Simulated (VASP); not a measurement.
Here is a VASP 6.6.1 calculation.

File INCAR:

```
PREC = Accurate ; ENCUT = 520
EDIFF = 1E-6 ; ISMEAR = -1
SIGMA = 0.0827 ; LREAL = Auto
LASPH = True ; NELM = 100
ALGO = Normal ; ISIF = 2
LWAVE = False ; LCHARG = True
GGA = PE ; LELF = True
LVHAR = True ; NBANDS = 88
ISYM = 0
```

KPOINTS

```
Automatic mesh
0
Gamma
  1 1 1
  0.25 0.25 0.25
```

File POSCAR:

```
TiP4W3
1.0
    6.4402430000     -0.2009890000      0.1779060000
   -0.2009890000      6.6150230000      0.0195660000
    0.1779060000      0.0195660000      6.4856700000
Ti P W
2 8 6
Direct
    0.8269983637      0.0721426950      0.6239388506
    0.9711457200      1.0016694480      0.1454651077
    0.2455174622      0.3029336640      0.1610525621
    0.1320933695      0.9284113587      0.4876736714
    0.6165972707      0.8280651040      0.3822733386
    0.6232008773      0.0006586243      0.9905809173
    0.6652482313      0.5867135715      0.1150366439
    0.8313038641      0.2923481208      0.3158739146
    0.5801131698      0.3295293639      0.7690915225
    0.2111845072      0.7018531219      0.7799355426
    0.2482943011      0.6776444370      0.1453994981
    0.4794777082      0.4486203876      0.4143188495
    0.6106984129      0.7018568695      0.7535177640
    0.9473767136      0.5725118613      0.5435024032
    0.2998125637      0.0677885901      0.8374703299
    0.9712982780      0.4314518301      0.9303122765
```

Potentials or basis: VASP PAW PBE potentials, release 64 (Ti_sv, P, W_sv).

The run is started by

```bash
$ cat potpaw_PBE.64/Ti_sv/POTCAR potpaw_PBE.64/P/POTCAR potpaw_PBE.64/W_sv/POTCAR > POTCAR
$ mpirun -np 1 vasp_std > vasp.out
```

(1) Predict the pressure.

(2) Predict the largest force.

Results:

(1) -10.9 GPa.

(2) 1.626 eV/Å.

Caveat: the k points lie up to 0.98 Å⁻¹ apart.
